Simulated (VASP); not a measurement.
The system is MgO.

```
CELL_PARAMETERS angstrom
0.00000 2.09700 2.09700
2.09700 0.00000 2.09700
2.09700 2.09700 0.00000
ATOMIC_POSITIONS crystal
Mg 0.00000 0.00000 0.00000
O 0.50000 0.50000 0.50000
```

| Quantity | Value |
| --- | --- |
| Program | VASP 6.6.1 |
| Task | relaxation of cell and atoms |
| Functional | PBE |
| Potentials or basis | VASP PAW PBE potentials, release 64 (Mg, O) |
| Cutoff | 600 eV |
| k mesh | 8 × 8 × 8 |
| Occupations | gaussian, width 0.1 eV |
| Spin | no spin polarisation |

At the start: pressure 5.9 GPa; volume 9.22 Å³/atom.

**Question.** Where does the relaxation end?

**Answer.** Over 3 steps the energy falls by 6.1 meV/atom and the volume is 9.56 Å³/atom (+3.7 %); space group Fm-3m (No. 225, to 0.05 Å).

Step by step:
| step | energy change (eV) | largest force (eV/Å) | pressure (GPa) | volume (Å³) |
| --- | --- | --- | --- | --- |
| 1 | 0.0000 | 0.0000 | 5.93 | 18.44 |
| 2 | -0.0108 | 0.0000 | -1.87 | 19.37 |
| 3 | -0.0122 | 0.0000 | 0.01 | 19.12 |

Final structure:
```yaml
crystal:
  lattice:
    - [0.00000, 2.12251, 2.12251]
    - [2.12251, 0.00000, 2.12251]
    - [2.12251, 2.12251, 0.00000]
  atoms:
    - { symbol: Mg, position: [0.00000, 0.00000, 0.00000] }
    - { symbol: O, position: [0.50000, 0.50000, 0.50000] }
```
